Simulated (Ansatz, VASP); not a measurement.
## Two plane-wave programs on Mo

```
CELL_PARAMETERS angstrom
2.81758 0.00000 0.00000
-1.40879 2.44009 0.00000
0.00000 0.00000 2.47853
ATOMIC_POSITIONS crystal
Mo 0.00000 0.00000 0.50000
```

Change from the starting cell: strain +0.030 along x and y, -0.030 along z, atoms carried along.

Alike in both runs: task single point; functional LDA; k mesh 18 × 18 × 18; occupations gaussian, width 0.15 eV; no spin polarisation.

|  | VASP | Ansatz |
| --- | --- | --- |
| version | VASP 6.6.1 | Ansatz 0.2.0 |
| potentials or method | VASP PAW LDA potentials, release 64 (Mo_sv), cutoff 520 eV | scalar-relativistic, plane waves, PAW |
| valence electrons in the cell | 14 | 14 |

|  | VASP | Ansatz | Ansatz less VASP |
| --- | --- | --- | --- |
| gap on the k mesh at the Fermi level (eV) | none | none | - |
| pressure (GPa) | -12.2 | -13.1 | -0.91 |
| traceless stress, the component that is largest in VASP (GPa) | 4.62 | 4.29 | -0.337 |

LDA's correlation is that of Perdew and Zunger in VASP and of Perdew and Wang (1992) in Ansatz. A gap of «none» marks a metal or a gap that the smearing closes.
